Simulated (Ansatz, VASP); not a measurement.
**Two plane-wave programs on Ti3Al**

File INCAR:

```
SYSTEM = Ti3Al
ALGO     = Fast           ! electronic algorithm
EDIFF    = 1E-7           ! SCF threshold, eV
ENCUT    = 520            ! plane-wave cutoff, eV
ISIF     = 2              ! what is computed and relaxed
ISMEAR   = 0              ! smearing method
LASPH    = .TRUE.         ! aspherical terms in the spheres
LCHARG   = .FALSE.        ! write CHGCAR
LREAL    = .FALSE.        ! projectors in reciprocal space
LWAVE    = .FALSE.        ! write WAVECAR
NBANDS   = 28             ! bands
NELM     = 80             ! most SCF steps
PREC     = Accurate       ! precision mode
SIGMA    = 0.15           ! smearing width, eV
```

The input KPOINTS:

```
k-points
0
G
  15 15 6
  0 0 0
```

The input POSCAR:

```
Ti3Al
1.0
    2.8609400907      0.0000000000      0.0000000000
   -1.4304700453      2.4776467973      0.0000000000
    0.0000000000      0.0000000000      9.0513401041
Ti Al
3 1
Direct
    0.7004425248      0.4931624100      0.0000000000
    0.3216320168      0.6112954421      0.7515223620
    0.3216320168      0.6112954421      0.2484776380
    0.6482638925      0.2462504708      0.5000000000
```

Input for Ansatz:

```yaml
crystal:
  lattice:
    - [2.8609400907, 0.0, 0.0]
    - [-1.4304700453, 2.4776467973, 0.0]
    - [0.0, 0.0, 9.0513401041]
  atoms:
    - { symbol: Ti, position: [0.7004425248, 0.49316241, 0.0] }
    - { symbol: Ti, position: [0.3216320168, 0.6112954421, 0.751522362] }
    - { symbol: Ti, position: [0.3216320168, 0.6112954421, 0.248477638] }
    - { symbol: Al, position: [0.6482638925, 0.2462504708, 0.5] }
basis:
  ecutwfc: 520.0
kpoints:
  mp_grid: { grid: [15, 15, 6] }
hamiltonian:
  xc: lda
  pseudopotentials: { kind: paw, azcp: { folder: soft_1 } }
scf:
  occupations: { method: gaussian, width: 0.15 }
output:
  forces: true
  stress: true
  eigenvalues: true
```

Change from the starting cell: mode 4 frozen in at -0.132 Å and mode 5 at +0.396 Å (largest displacements).

Alike in both runs: task single point; functional LDA; k mesh 15 × 15 × 6; occupations gaussian, width 0.15 eV; no spin polarisation.

```csv
,VASP,Ansatz
version,VASP 6.6.1,Ansatz 0.2.0
potentials or method,"VASP PAW LDA potentials, release 64 (Ti_sv, Al), cutoff 520 eV","scalar-relativistic, plane waves, PAW"
valence electrons in the cell,39,39
```

|  | VASP | Ansatz | Ansatz less VASP |
| --- | --- | --- | --- |
| gap on the k mesh at the Fermi level (eV) | none | none | - |
| pressure (GPa) | -1.0 | -1.0 | +0.01 |
| traceless stress, the component that is largest in VASP (GPa) | -1.24 | -1.23 | +0.006 |
| rms of the force components (eV/Å) | 0.139 | 0.140 | +0.0005 |

Ansatz warns that its potentials were made for another functional, while VASP's fit it. LDA's correlation is that of Perdew and Zunger in VASP and of Perdew and Wang (1992) in Ansatz. Atom by atom the forces differ by 0.003 eV/Å (rms over components). A gap of «none» marks a metal or a gap that the smearing closes.
